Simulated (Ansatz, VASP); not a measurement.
**Two plane-wave programs on W**

```
CELL_PARAMETERS angstrom
-1.59730 1.59730 -1.59730
-1.59730 -1.59730 1.59730
0.00000 7.44986 7.44986
ATOMIC_POSITIONS crystal
W 0.00000 0.00000 0.75042
W 0.50000 0.50000 0.10720
W 0.00000 0.00000 0.32161
W 0.50000 0.50000 0.53602
```

Alike in both runs: task single point; functional LDA; k mesh 18 × 18 × 5; occupations gaussian, width 0.15 eV; no spin polarisation.

|  | VASP | Ansatz |
| --- | --- | --- |
| version | VASP 6.6.1 | Ansatz 0.2.0 |
| potentials or method | VASP PAW LDA potentials, release 64 (W_sv), cutoff 520 eV | scalar-relativistic, plane waves, PAW |
| valence electrons in the cell | 56 | 56 |

Ansatz gave:

* gap on the k mesh at the Fermi level (eV): none
* pressure (GPa): -23.8
* traceless stress, the component that is largest in VASP (GPa): -0.94
* rms of the force components (eV/Å): 0.238

Q: What did VASP give for the same quantities?

A: gap on the k mesh at the Fermi level (eV): none; pressure (GPa): -22.7; traceless stress, the component that is largest in VASP (GPa): -1.09; rms of the force components (eV/Å): 0.230.

LDA's correlation is that of Perdew and Zunger in VASP and of Perdew and Wang (1992) in Ansatz. Atom by atom the forces differ by 0.027 eV/Å (rms over components). A gap of «none» marks a metal or a gap that the smearing closes.

Neither program's run includes spin-orbit coupling.
